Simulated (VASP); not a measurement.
Write the native input for VASP 6.6.1 that does the following.

| Item | Value |
| --- | --- |
| Task | single point |
| Functional | PBE |
| Potentials or basis | VASP PAW PBE potentials, release 64 (Ta_pv) |
| Cutoff | 520 eV |
| k mesh | 17 × 17 × 5 |
| Occupations | gaussian, width 0.15 eV |
| Spin | no spin polarisation |
| Dipole correction | no |
| Further INCAR settings | ALGO = Fast; EDIFF = 1e-06; NBANDS = 30 |

The structure of Ta lies in POSCAR:

```
Ta
1.0
   -1.6512800000      1.6512800000     -1.6512800000
   -1.6512800000     -1.6512800000      1.6512800000
   -0.9907680000      6.6051200000      6.6051200000
Ta
4
Direct
   -0.2625000000     -0.2625000000      0.8750000000
    0.4625000000      0.4625000000      0.1250000000
   -0.1125000000     -0.1125000000      0.3750000000
    0.3125000000      0.3125000000      0.6250000000
```

One way to write it, as run:

INCAR

```
SYSTEM = Ta
PREC = Accurate
ENCUT = 520
EDIFF = 1E-6
ISMEAR = 0
SIGMA = 0.15
LREAL = .False.
LASPH = .True.
NELM = 60
ALGO = Fast
ISIF = 2
LWAVE = .False.
LCHARG = .False.
GGA = PE
NBANDS = 30
```

KPOINTS

```
regular mesh
0
Gamma
  17 17 5
  0 0 0
```

Potentials or basis: VASP PAW PBE potentials, release 64 (Ta_pv).

Launch:

```bash
$ cat potpaw_PBE.64/Ta_pv/POTCAR > POTCAR
$ mpirun -np 1 vasp_std > vasp.out
```

Results of the run:

```
Pressure               : 6.2 GPa
Largest force          : 2.997 eV/Å
Band gap on the k mesh : zero (band 22 reaches 6.20 eV, above the bottom of band 23 at 5.06 eV)
```

Caveat: spin-orbit coupling is left out, which moves the levels of the heavy elements; forces of over 1 eV/Å act on the atoms, so gaps and moduli don't describe the material at rest.

Wall time 18 min on 1 thread of AMD EPYC 7R13, with other jobs on the host, peak memory 0.63 GiB.
